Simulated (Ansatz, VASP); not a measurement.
## Two plane-wave programs on FeSi

```
CELL_PARAMETERS angstrom
4.35723 0.00000 0.00000
0.00000 4.35723 0.00000
0.00000 0.00000 4.35723
ATOMIC_POSITIONS crystal
Fe 0.13852 0.13852 0.13852
Fe 0.36148 0.86148 0.63852
Fe 0.63852 0.36148 0.86148
Fe 0.86148 0.63852 0.36148
Si 0.84185 0.84185 0.84185
Si 0.65815 0.15815 0.34185
Si 0.34185 0.65815 0.15815
Si 0.15815 0.34185 0.65815
```

Alike in both runs: functional PBE; k mesh 8 × 8 × 8; occupations gaussian, width 0.01 eV; no spin polarisation.

Ansatz relaxed the structure, and its values are those at the end. VASP's run is a single point on that final structure, the one shown.

|  | VASP | Ansatz |
| --- | --- | --- |
| version | VASP 6.6.1 | Ansatz 0.2.0 |
| potentials or method | VASP PAW PBE potentials, release 64 (Fe, Si), cutoff 520 eV | scalar-relativistic, plane waves, PAW |
| valence electrons in the cell | 48 | 80 |

|  | VASP | Ansatz | Ansatz less VASP |
| --- | --- | --- | --- |
| gap on the k mesh at the Fermi level (eV) | 0.16 | 0.16 | +0.006 |
| least direct gap on the mesh (eV) | 0.17 | 0.18 | +0.004 |
| pressure (GPa) | 15.9 | 15.6 | -0.28 |
| rms of the force components (eV/Å) | 0.016 | 0.001 | -0.0148 |

VASP's potentials hold 48 valence electrons a cell and Ansatz's 80, so a difference there can come from the potentials and not from the codes. Ansatz's warnings: stress scf threshold loose.
